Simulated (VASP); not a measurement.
# PbS (Cmcm) in VASP: single point with PBEsol

Aim: the single point of PbS with PBEsol.

All numbers are computed with VASP 6.6.1; they aren't measurements. Logs are shortened: lines on timing, memory, paths and dates and some standing lists are left out, and cuts for length are marked.

## Step 1: The cell of the first run

Symmetry: Cmcm, No. 63, orthorhombic system. The conventional cell has a = 4.288 Å, b = 12.045 Å, c = 4.263 Å, α = 90.00°, β = 90.00°, γ = 90.00°. Pb (site symmetry m2m) has 5 S at 2.79 to 3.03 Å within 3.7 Å. S (site symmetry m2m) has 5 Pb at 2.79 to 3.03 Å within 3.7 Å.

## Step 2: Single point, PBEsol (strained)

The input, INCAR:

```
SYSTEM = PbS
PREC = Accurate ; ENCUT = 520
EDIFF = 1E-6 ; ISMEAR = 0
SIGMA = 0.02 ; LREAL = .False.
LASPH = .True. ; NELM = 80
ALGO = Normal ; ISIF = 2
LWAVE = .False. ; LCHARG = .False.
GGA = PS ; NBANDS = 28
```

The input, KPOINTS:

```
Automatic mesh
0
Gamma
  8 8 6
  0 0 0
```

The input, POSCAR:

```
PbS
1.0
    2.1439528394     -6.0226912606      0.0000000000
    2.1439528394      6.0226912606      0.0000000000
    0.0000000000      0.0000000000      4.2634874525
Pb S
2 2
Direct
    0.8613643153      0.1386356847      0.7500000000
    0.1386356847      0.8613643153      0.2500000000
    0.6294470868      0.3705529132      0.7500000000
    0.3705529132      0.6294470868      0.2500000000
```

Potentials or basis: VASP PAW PBE potentials, release 64 (Pb_d, S).

Command:

```bash
$ cat potpaw_PBE.64/Pb_d/POTCAR potpaw_PBE.64/S/POTCAR > POTCAR
$ mpirun -np 1 vasp_std > vasp.out
```

OUTCAR:

```text
SYSTEM = PbS
   PREC = Accurate
   ENCUT = 520
   EDIFF = 1E-6
   ISMEAR = 0
   LREAL = .False.
   LASPH = .True.
   NELM = 80
   ISIF = 2
   GGA = PS

 ion  position               nearest neighbor table
   1  0.861  0.139  0.750-   3 2.79   4 3.03   4 3.03   4 3.03   4 3.03   2 3.96   2 3.96   2 4.04
                             2 4.04   2 4.04   2 4.04
   2  0.139  0.861  0.250-   4 2.79   3 3.03   3 3.03   3 3.03   3 3.03   1 3.96   1 3.96   1 4.04
                             1 4.04   1 4.04   1 4.04
   3  0.629  0.371  0.750-   1 2.79   2 3.03   2 3.03   2 3.03   2 3.03
   4  0.371  0.629  0.250-   2 2.79   1 3.03   1 3.03   1 3.03   1 3.03

  LATTYP: Found a base centered orthorhombic cell.
 ALAT       =     4.2879056788
 B/A-ratio  =     2.8091528647
 C/A-ratio  =     0.9943053257

  Lattice vectors:

 A1 = (   2.1439528394,  -6.0226912606,   0.0000000000)
 A2 = (   2.1439528394,   6.0226912606,   0.0000000000)
 A3 = (   0.0000000000,   0.0000000000,   4.2634874525)

Analysis of symmetry for initial positions (statically):
=====================================================================
 Subroutine PRICEL returns:
 Original cell was already a primitive cell.

 Routine SETGRP: Setting up the symmetry group for a
 base centered orthorhombic supercell.

 Subroutine GETGRP returns: Found  8 space group operations
 (whereof  4 operations were pure point group operations)
 out of a pool of  8 trial point group operations.

The static configuration has the point symmetry C_2h.
 The point group associated with its full space group is D_2h.

Analysis of symmetry for dynamics (positions and initial velocities):
=====================================================================
 Subroutine PRICEL returns:
 Original cell was already a primitive cell.

 Routine SETGRP: Setting up the symmetry group for a
 base centered orthorhombic supercell.

 Subroutine GETGRP returns: Found  8 space group operations
 (whereof  4 operations were pure point group operations)
 out of a pool of  8 trial point group operations.

The dynamic configuration has the point symmetry C_2h.
 The point group associated with its full space group is D_2h.

 Subroutine INISYM returns: Found  8 space group operations
 (whereof  4 operations are pure point group operations),
 and found     1 'primitive' translations

[... 97 lines left out ...]
   NELM   =     80;   NELMIN=  2; NELMDL= -5     # of ELM steps
   EDIFF  = 0.1E-05   stopping-criterion for ELM
   LREAL  =      F    real-space projection
   EDIFFG = 0.1E-04   stopping-criterion for IOM
   NSW    =      0    number of steps for IOM
   IBRION =     -1    ionic relax: 0-MD 1-quasi-New 2-CG
   NFREE  =      0    steps in history (QN), initial steepest desc. (CG)
   ISIF   =      2    stress and relaxation
   ISYM   =      2    0-nonsym 1-usesym 2-fastsym
   POTIM  = 0.5000    time-step for ionic-motion
   TEBEG  =    0.0;   TEEND  =   0.0 temperature during run
   PSTRESS=    0.0 pullay stress
   NELECT =      40.0000    total number of electrons
   NUPDOWN=      -1.0000    fix difference up-down
   EMIN   =  10.00;   EMAX   =-10.00  energy-range for DOS
   EFERMI =   0.00;   METHOD = LEGACY
   ISMEAR =     0;   SIGMA  =   0.02  broadening in eV -4-tet -1-fermi 0-gaus
   EFERMI_NEDOS =   21; number of points for ismear=-14 and -15
   IALGO  =     38    algorithm
   IMIX   =      4    mixing-type and parameters
     AMIX     =   0.40;   BMIX     =  1.00
     AMIX_MAG =   1.60;   BMIX_MAG =  1.00
  volume/ion in A,a.u.               =      27.53       185.75
  Fermi-wavevector in a.u.,A,eV,Ry     =   1.168139  2.207463 18.565815  1.364549
  Thomas-Fermi vector in A             =   2.304630
   LORBIT       =      0    0 simple, 1 ext, 2 COOP (PROOUT), +10 PAW based schemes
   GGA     = PS    functional components
   LHFCALC =     F    Hartree Fock is set to
   AEXX    =    0.0000 exact exchange contribution
   IVDW    =     0    specifies the selected vdW correction
   LEPSILON=     F    determine dielectric tensor
   LRPA    =     F    only Hartree local field effects (RPA)
 non-spin polarized calculation
 Gauss-broadening in eV      SIGMA  =   0.02
  energy-cutoff  :      520.00
  volume of cell :      110.10
 maximum number of plane-waves:      2992
   NGX = 23   NGY = 23   NGZ = 15

 number of electron      40.0000002 magnetization

 Free energy of the ion-electron system (eV)
  ---------------------------------------------------
  ext. energy  EPLUGINS =         0.00000000
  ---------------------------------------------------
  free energy    TOTEN  =       -18.58875724 eV

  energy without entropy =      -18.58875724  energy(sigma->0) =      -18.58875724

 E-fermi :   4.6731     XC(G=0):  -9.6538

 val. band max:        4.5621794946   @ k =   0.2500   0.2500   0.0000
 cond. band min:       5.5430777520   @ k =   0.5000   0.5000   0.5000
 fundamental gap:      0.9808982573
 Fermi energy:         4.6730695752

 k-point     1 :       0.0000    0.0000    0.0000
  band No.  band energies     occupation
      1     -11.8325      2.00000
      2     -11.7480      2.00000
      3     -11.7438      2.00000
      4     -11.7306      2.00000
      5     -11.7170      2.00000
      6     -11.7105      2.00000
[... 733 lines left out ...]
     27      11.9522      0.00000
     28      12.2792      0.00000

 [... further k-points ...]

------------------------ aborting loop because EDIFF is reached ----------------------------------------

  FORCE on cell =-STRESS in cart. coord.  units (eV):
  Direction    XX          YY          ZZ          XY          YZ          ZX
  --------------------------------------------------------------------------------------
  -------------------------------------------------------------------------------------
  Total       -3.1193521     -2.8741857     -1.8363898      0.0000000      0.0000000      0.0000000
  in kB      -45.3914612    -41.8239068    -26.7223493      0.0000000      0.0000000      0.0000000
  external PRESSURE =     -37.9792391 kB  Pullay stress =       0.0000000 kB

 VOLUME and BASIS-vectors are now :
 -----------------------------------------------------------------------------
  energy-cutoff  :      520.00
  volume of cell :      110.10
      direct lattice vectors                 reciprocal lattice vectors
     2.143952839 -6.022691261  0.000000000     0.233214085 -0.083019364  0.000000000
     2.143952839  6.022691261  0.000000000     0.233214085  0.083019364  0.000000000
     0.000000000  0.000000000  4.263487452     0.000000000  0.000000000  0.234549770

 POSITION                                       TOTAL-FORCE (eV/Angst)
 -----------------------------------------------------------------------------------
      2.14395     -4.35277      3.19762         0.000000      0.125637      0.000000
      2.14395      4.35277      1.06587         0.000000     -0.125637      0.000000
      2.14395     -1.55924      3.19762         0.000000     -0.567499      0.000000
      2.14395      1.55924      1.06587         0.000000      0.567499     -0.000000
 -----------------------------------------------------------------------------------
    total drift:                               -0.000000     -0.000000      0.000000

  FREE ENERGIE OF THE ION-ELECTRON SYSTEM (eV)
  ---------------------------------------------------
  free  energy   TOTEN  =       -18.5887572386 eV

  energy  without entropy=      -18.5887572386  energy(sigma->0) =      -18.58875724
```

stdout:

```text
POSCAR found type information on POSCAR PbS
 POSCAR found :  2 types and       4 ions
 scaLAPACK will be used
 -----------------------------------------------------------------------------
|                                                                             |
|                                                                             |
|     You enforced a specific xc type in the INCAR file but a different       |
|     I HOPE YOU KNOW WHAT YOU ARE DOING!                                     |
|                                                                             |
 -----------------------------------------------------------------------------

 LDA part: xc-table for (Slater+PW92), standard interpolation
 POSCAR, INCAR and KPOINTS ok, starting setup
 FFT: planning ... GRIDC
 FFT: planning ... GRID_SOFT
 FFT: planning ... GRID
 WAVECAR not read
 entering main loop
```

Wall time 7.7 min (1 thread of AMD EPYC 7R13, shared host); peak memory 0.35 GiB.

Results:

```yaml
Free_energy: -18.5888 eV
Pressure: -3.8 GPa
Largest_force: 0.567 eV/Å
Band_gap_on_the_k_mesh: 0.98 eV, indirect (least direct gap 1.03 eV)
```

Forces on the atoms (eV/Å):
```
Pb   0.000  0.126  0.000
Pb   0.000 -0.126  0.000
S    0.000 -0.567  0.000
S    0.000  0.567  0.000
```

Caveat: the cell differs from its parent crystal (strained); the PAW data sets were made with another functional, which shifts forces and pressure a little; spin-orbit coupling is left out, which moves the levels of the heavy elements.
